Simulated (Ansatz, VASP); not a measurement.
H12SO8: VASP beside Ansatz

```
O H S
1.0
     6.33303    0.00000    0.00000
     0.00000    6.33303    0.00000
     0.00000    0.00000    6.33303
O H S
8 12 1
Direct
  0.36297 0.60468 0.81206
  0.62222 0.05035 0.92173
  0.97901 0.35374 0.50023
  0.44651 0.77696 0.44471
  0.37496 0.22044 0.62430
  0.21680 0.91953 0.11168
  0.83757 0.54141 0.01333
  0.59237 0.37816 0.26553
  0.49464 0.62561 0.88974
  0.38565 0.68778 0.67679
  0.55178 0.09645 0.78668
  0.74777 0.96877 0.88409
  0.11679 0.28463 0.52594
  0.98707 0.48343 0.58117
  0.34461 0.83582 0.33965
  0.50718 0.65525 0.37126
  0.46051 0.24590 0.49757
  0.37642 0.35953 0.70025
  0.34405 0.98982 0.05608
  0.20952 0.79401 0.01963
  0.79077 0.35644 0.14587
```

Alike in both runs: functional PBE; k mesh 1 × 1 × 1; occupations fermi-dirac, width 0.02 eV; no spin polarisation.

Ansatz relaxed the structure, and its values are those at the end. VASP's run is a single point on that final structure, the one shown.

|  | VASP | Ansatz |
| --- | --- | --- |
| version | VASP 6.6.1 | Ansatz 0.2.0 |
| potentials or method | VASP PAW PBE potentials, release 64 (O, H, S), cutoff 520 eV | scalar-relativistic, plane waves, PAW |
| valence electrons in the cell | 66 | 66 |

Ansatz gave:

| Item | Value |
| --- | --- |
| rms of the force components (eV/Å) | 0.111 |

What did VASP give for the same quantities?

rms of the force components (eV/Å): 0.130.

With one functional, cell and mesh, what is left measures potentials, basis and numerics.
